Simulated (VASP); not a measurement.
# MnS (P6_3mc) in VASP: single point with PBE+U

Aim: the single point of MnS with PBE+U.

Program: VASP 6.6.1. These are calculated values, not measurements. Logs are shortened: lines on timing, memory, paths and dates and some standing lists are left out, and cuts for length are marked.

## 1. The cell of the first run

Symmetry: P6_3mc, No. 186, hexagonal system. Conventional cell: a = 3.976 Å, b = 3.976 Å, c = 6.432 Å, α = 90.00°, β = 90.00°, γ = 120.00°. Within 3.2 Å of Mn (site symmetry 3m) lie 4 S at 2.41 to 2.48 Å. Within 3.2 Å of S (site symmetry 3m) lie 4 Mn at 2.41 to 2.48 Å.

## 2. Single point, PBE+U, collinear spin, ferromagnetic start

INCAR reads:

```
ALGO = Normal
EDIFF = 1E-6
ENCUT = 600
GGA = PE
GGA_COMPAT = False
ISIF = 2
ISMEAR = 0
ISPIN = 2
LASPH = True
LCHARG = False
LDAU = True
LDAUJ = 0 0
LDAUL = 2 -1
LDAUPRINT = 1
LDAUTYPE = 2
LDAUU = 5 0
LMAXMIX = 4
LORBIT = 11
LREAL = False
LWAVE = False
MAGMOM = 4.37 4.37 0.04 0.04
NBANDS = 33
NELM = 200
PREC = Accurate
SIGMA = 0.05
```

KPOINTS reads:

```
k-points
0
Gamma
  6 6 3
```

POSCAR reads:

```
MnS
1.0
    3.9760016100      0.0000000000      0.0000000000
   -1.9880008000      3.4433184000      0.0000000000
    0.0000000000      0.0000000000      6.4320005000
Mn S
2 2
Direct
    0.3333333333      0.6666666667      0.0000000000
    0.6666666667      0.3333333333      0.5000000000
    0.3333333333      0.6666666667      0.3850000000
    0.6666666667      0.3333333333      0.8850000000
```

Potentials or basis: VASP PAW PBE potentials, release 64 (Mn_sv, S).

Launch:

```bash
> cat potpaw_PBE.64/Mn_sv/POTCAR potpaw_PBE.64/S/POTCAR > POTCAR
> mpirun -np 1 vasp_std > vasp.out
```

OUTCAR:

```text
EDIFF = 1E-6
   ENCUT = 600
   GGA = PE
   ISIF = 2
   ISMEAR = 0
   ISPIN = 2
   LASPH = True
   LORBIT = 11
   LREAL = False
   NELM = 200
   PREC = Accurate

 ion  position               nearest neighbor table
   1  0.333  0.667  0.000-   4 2.41   4 2.41   4 2.41   3 2.48
   2  0.667  0.333  0.500-   3 2.41   3 2.41   3 2.41   4 2.48
   3  0.333  0.667  0.385-   2 2.41   2 2.41   2 2.41   1 2.48
   4  0.667  0.333  0.885-   1 2.41   1 2.41   1 2.41   2 2.48

  LATTYP: Found a hexagonal cell.
 ALAT       =     3.9760016100
 C/A-ratio  =     1.6177057081

  Lattice vectors:

 A1 = (   3.9760016100,   0.0000000000,   0.0000000000)
 A2 = (  -1.9880008000,   3.4433184000,   0.0000000000)
 A3 = (   0.0000000000,   0.0000000000,   6.4320005000)

Analysis of symmetry for initial positions (statically):
=====================================================================
 Subroutine PRICEL returns:
 Original cell was already a primitive cell.

 Routine SETGRP: Setting up the symmetry group for a
 hexagonal supercell.

 Subroutine GETGRP returns: Found 12 space group operations
 (whereof  6 operations were pure point group operations)
 out of a pool of 24 trial point group operations.

The static configuration has the point symmetry C_3v.
 The point group associated with its full space group is C_6v.

Analysis of symmetry for dynamics (positions and initial velocities):
=====================================================================
 Subroutine PRICEL returns:
 Original cell was already a primitive cell.

 Routine SETGRP: Setting up the symmetry group for a
 hexagonal supercell.

 Subroutine GETGRP returns: Found 12 space group operations
 (whereof  6 operations were pure point group operations)
 out of a pool of 24 trial point group operations.

The dynamic configuration has the point symmetry C_3v.
 The point group associated with its full space group is C_6v.

Analysis of structural, dynamic, and magnetic symmetry:
=====================================================================
 Subroutine PRICEL returns:
 Original cell was already a primitive cell.

 Routine SETGRP: Setting up the symmetry group for a
 hexagonal supercell.

 Subroutine GETGRP returns: Found 12 space group operations
 (whereof  6 operations were pure point group operations)
 out of a pool of 24 trial point group operations.

The overall configuration has the point symmetry C_3v.
 The point group associated with its full space group is C_6v.

 Subroutine INISYM returns: Found 12 space group operations
 (whereof  6 operations are pure point group operations),
 and found     1 'primitive' translations

----------------------------------------------------------------------------------------

                                     Primitive cell

  volume of cell :      88.0582

  direct lattice vectors                    reciprocal lattice vectors
     3.976001610  0.000000000  0.000000000     0.251508952  0.145208761  0.000000000
[... 146 lines left out ...]
  o =  0.0115  v =  0.0000  0.0000  0.0000  0.0000  0.0000 -0.3760 -0.5890 -0.0000  0.6195  0.3575      0.0000  0.0000  0.0000  0.0000  0.0000  0.0000  0.0000  0.0000  0.0000  0.0000
  o =  0.0115  v =  0.0000  0.0000  0.0000  0.0000  0.0000 -0.3575  0.6195 -0.0000  0.5890 -0.3760      0.0000  0.0000  0.0000  0.0000  0.0000  0.0000  0.0000  0.0000  0.0000  0.0000
  o =  0.0400  v =  0.0000  0.0000  0.0000  0.0000  0.0000 -0.0000  0.0000 -1.0000 -0.0000  0.0000      0.0000  0.0000  0.0000  0.0000  0.0000  0.0000  0.0000  0.0000  0.0000  0.0000
  o =  0.0408  v =  0.0000  0.0000  0.0000  0.0000  0.0000  0.6195 -0.3575 -0.0000  0.3760 -0.5890      0.0000  0.0000  0.0000  0.0000  0.0000  0.0000  0.0000  0.0000  0.0000  0.0000
  o =  0.0408  v =  0.0000  0.0000  0.0000  0.0000  0.0000 -0.5890 -0.3760  0.0000 -0.3575 -0.6195      0.0000  0.0000  0.0000  0.0000  0.0000  0.0000  0.0000  0.0000  0.0000  0.0000
  o =  0.9112  v =  0.4078  0.5696  0.0000 -0.5991 -0.3877  0.0000  0.0000  0.0000  0.0000  0.0000      0.0000  0.0000  0.0000  0.0000  0.0000  0.0000  0.0000  0.0000  0.0000  0.0000
  o =  0.9112  v =  0.3877 -0.5991  0.0000 -0.5696  0.4078  0.0000  0.0000  0.0000  0.0000  0.0000      0.0000  0.0000  0.0000  0.0000  0.0000  0.0000  0.0000  0.0000  0.0000  0.0000
  o =  0.9139  v =  0.5991 -0.3877  0.0000  0.4078 -0.5696  0.0000  0.0000  0.0000  0.0000  0.0000      0.0000  0.0000  0.0000  0.0000  0.0000  0.0000  0.0000  0.0000  0.0000  0.0000
  o =  0.9139  v =  0.5696  0.4078  0.0000  0.3877  0.5991  0.0000  0.0000  0.0000  0.0000  0.0000      0.0000  0.0000  0.0000  0.0000  0.0000  0.0000  0.0000  0.0000  0.0000  0.0000
  o =  0.9162  v = -0.0000  0.0000  1.0000 -0.0000  0.0000  0.0000  0.0000  0.0000  0.0000  0.0000      0.0000  0.0000  0.0000  0.0000  0.0000  0.0000  0.0000  0.0000  0.0000  0.0000

atom =   2  type =  1  l = 2

 onsite density matrix

spin component  1

  0.9130  0.0000 -0.0000 -0.0013  0.0000
  0.0000  0.9120 -0.0000  0.0000 -0.0013
 -0.0000 -0.0000  0.9162  0.0000  0.0000
 -0.0013  0.0000  0.0000  0.9120 -0.0000
  0.0000 -0.0013  0.0000 -0.0000  0.9130

spin component  2

  0.0329  0.0000 -0.0000 -0.0130 -0.0000
  0.0000  0.0194 -0.0000  0.0000 -0.0130
 -0.0000 -0.0000  0.0400  0.0000  0.0000
 -0.0130  0.0000  0.0000  0.0194 -0.0000
 -0.0000 -0.0130  0.0000 -0.0000  0.0329

 occupancies and eigenvectors

  o =  0.0115  v =  0.0000  0.0000  0.0000  0.0000  0.0000 -0.3760  0.5891 -0.0000 -0.6195  0.3576      0.0000  0.0000  0.0000  0.0000  0.0000  0.0000  0.0000  0.0000  0.0000  0.0000
  o =  0.0115  v =  0.0000  0.0000  0.0000  0.0000  0.0000 -0.3576 -0.6195 -0.0000 -0.5891 -0.3760      0.0000  0.0000  0.0000  0.0000  0.0000  0.0000  0.0000  0.0000  0.0000  0.0000
  o =  0.0400  v =  0.0000  0.0000  0.0000  0.0000  0.0000 -0.0000 -0.0000 -1.0000  0.0000  0.0000      0.0000  0.0000  0.0000  0.0000  0.0000  0.0000  0.0000  0.0000  0.0000  0.0000
  o =  0.0408  v =  0.0000  0.0000  0.0000  0.0000  0.0000  0.6195  0.3576 -0.0000 -0.3760 -0.5891      0.0000  0.0000  0.0000  0.0000  0.0000  0.0000  0.0000  0.0000  0.0000  0.0000
  o =  0.0408  v =  0.0000  0.0000  0.0000  0.0000  0.0000 -0.5891  0.3760  0.0000  0.3576 -0.6195      0.0000  0.0000  0.0000  0.0000  0.0000  0.0000  0.0000  0.0000  0.0000  0.0000
  o =  0.9112  v =  0.4078 -0.5696  0.0000  0.5991 -0.3877  0.0000  0.0000  0.0000  0.0000  0.0000      0.0000  0.0000  0.0000  0.0000  0.0000  0.0000  0.0000  0.0000  0.0000  0.0000
  o =  0.9112  v =  0.3877  0.5991  0.0000  0.5696  0.4078  0.0000  0.0000  0.0000  0.0000  0.0000      0.0000  0.0000  0.0000  0.0000  0.0000  0.0000  0.0000  0.0000  0.0000  0.0000
  o =  0.9139  v =  0.5991  0.3877  0.0000 -0.4078 -0.5696  0.0000  0.0000  0.0000  0.0000  0.0000      0.0000  0.0000  0.0000  0.0000  0.0000  0.0000  0.0000  0.0000  0.0000  0.0000
  o =  0.9139  v =  0.5696 -0.4078  0.0000 -0.3877  0.5991  0.0000  0.0000  0.0000  0.0000  0.0000      0.0000  0.0000  0.0000  0.0000  0.0000  0.0000  0.0000  0.0000  0.0000  0.0000
  o =  0.9162  v = -0.0000 -0.0000  1.0000  0.0000  0.0000  0.0000  0.0000  0.0000  0.0000  0.0000      0.0000  0.0000  0.0000  0.0000  0.0000  0.0000  0.0000  0.0000  0.0000  0.0000

 number of electron      42.0000023 magnetization       9.9999095

 Free energy of the ion-electron system (eV)
  ---------------------------------------------------
  ext. energy  EPLUGINS =         0.00000000
  ---------------------------------------------------
  free energy    TOTEN  =       -24.97967207 eV

  energy without entropy =      -24.97967207  energy(sigma->0) =      -24.97967207

 E-fermi :   5.3044     XC(G=0):  -9.2813

 val. band max:        4.9934109091   @ k =   0.0000   0.0000   0.0000
 cond. band min:       6.5277562949   @ k =   0.0000   0.0000   0.0000
 fundamental gap:      1.5343453858
 Fermi energy:         5.3043613991

 spin component 1

 k-point     1 :       0.0000    0.0000    0.0000
  band No.  band energies     occupation
      1     -76.7006      1.00000
      2     -76.7004      1.00000
      3     -45.4592      1.00000
      4     -45.4558      1.00000
      5     -45.4468      1.00000
      6     -45.4468      1.00000
[... 493 lines left out ...]
     32      11.7759      0.00000
     33      13.7914      0.00000
 Fermi energy:         5.3043613991

 spin component 2

 k-point     1 :       0.0000    0.0000    0.0000
  band No.  band energies     occupation
      1     -71.7278      1.00000
      2     -71.7276      1.00000
      3     -40.5652      1.00000
      4     -40.5602      1.00000
      5     -40.5559      1.00000
      6     -40.5559      1.00000
[... 493 lines left out ...]
     32      13.0267      0.00000
     33      15.0473      0.00000

------------------------ aborting loop because EDIFF is reached ----------------------------------------

  FORCE on cell =-STRESS in cart. coord.  units (eV):
  Direction    XX          YY          ZZ          XY          YZ          ZX
  --------------------------------------------------------------------------------------
  -------------------------------------------------------------------------------------
  Total        2.9667786      2.9667786      1.4882795      0.0000000     -0.0000000      0.0000000
  in kB       53.9791344     53.9791344     27.0785422      0.0000001     -0.0000000      0.0000000
  external PRESSURE =      45.0122703 kB  Pullay stress =       0.0000000 kB

 VOLUME and BASIS-vectors are now :
 -----------------------------------------------------------------------------
  energy-cutoff  :      600.00
  volume of cell :       88.06
      direct lattice vectors                 reciprocal lattice vectors
     3.976001610  0.000000000  0.000000000     0.251508952  0.145208761  0.000000000
    -1.988000800  3.443318400  0.000000000     0.000000000  0.290417523  0.000000000
     0.000000000  0.000000000  6.432000500     0.000000000  0.000000000  0.155472625

 POSITION                                       TOTAL-FORCE (eV/Angst)
 -----------------------------------------------------------------------------------
      0.00000      2.29555      0.00000        -0.000000     -0.000000      0.228158
      1.98800      1.14777      3.21600        -0.000000      0.000000      0.228158
      0.00000      2.29555      2.47632         0.000000     -0.000000     -0.228158
      1.98800      1.14777      5.69232        -0.000000      0.000000     -0.228158
 -----------------------------------------------------------------------------------
    total drift:                               -0.000001      0.000000      0.000167

  FREE ENERGIE OF THE ION-ELECTRON SYSTEM (eV)
  ---------------------------------------------------
  free  energy   TOTEN  =       -24.9796720656 eV

  energy  without entropy=      -24.9796720656  energy(sigma->0) =      -24.97967207

 total charge

# of ion       s       p       d       tot
------------------------------------------
    1        2.153   6.024   4.688  12.865
    2        2.153   6.024   4.688  12.865
    3        1.312   2.497   0.000   3.809
    4        1.312   2.497   0.000   3.809
--------------------------------------------------
tot          6.929  17.043   9.376  33.348

 magnetization (x)

# of ion       s       p       d       tot
------------------------------------------
    1        0.033   0.028   4.403   4.464
    2        0.033   0.028   4.403   4.464
    3        0.007   0.019   0.000   0.026
    4        0.007   0.019   0.000   0.026
--------------------------------------------------
tot          0.080   0.095   8.805   8.980
```

Wall time 72 s (1 thread of Intel Xeon Platinum 8488C (Sapphire Rapids), shared host); peak memory 0.29 GiB.

What came out:

| Item | Value |
| --- | --- |
| Free energy | -24.9797 eV |
| Pressure | 4.5 GPa |
| Largest force | 0.228 eV/Å |
| Band gap on the k mesh | 1.53 eV |
| Net moment | 10.00 μB per cell |
| Site moments | Mn +4.46; S +0.03 μB |
| Valence electrons inside the program's atomic spheres | Mn 12.87; S 3.81 |

Forces in eV/Å, atoms in the order of the input:
```
Mn   0.000  0.000  0.228
Mn   0.000  0.000  0.228
S    0.000  0.000 -0.228
S    0.000  0.000 -0.228
```

Stress tensor (GPa, compression positive):
```
5.40 0.00 0.00
0.00 5.40 0.00
0.00 0.00 2.71
```

Eigenvalues of the final occupation matrices:
```tsv
site	spin	trace	eigenvalues
site 1 d	1	4.57	0.91 0.91 0.91 0.91 0.92
site 1 d	2	0.14	0.01 0.01 0.04 0.04 0.04
site 2 d	1	4.57	0.91 0.91 0.91 0.91 0.92
site 2 d	2	0.14	0.01 0.01 0.04 0.04 0.04
```

Caveat: the cell stands under pressure; the run started ferromagnetic, and an antiferromagnetic order may lie lower in energy.
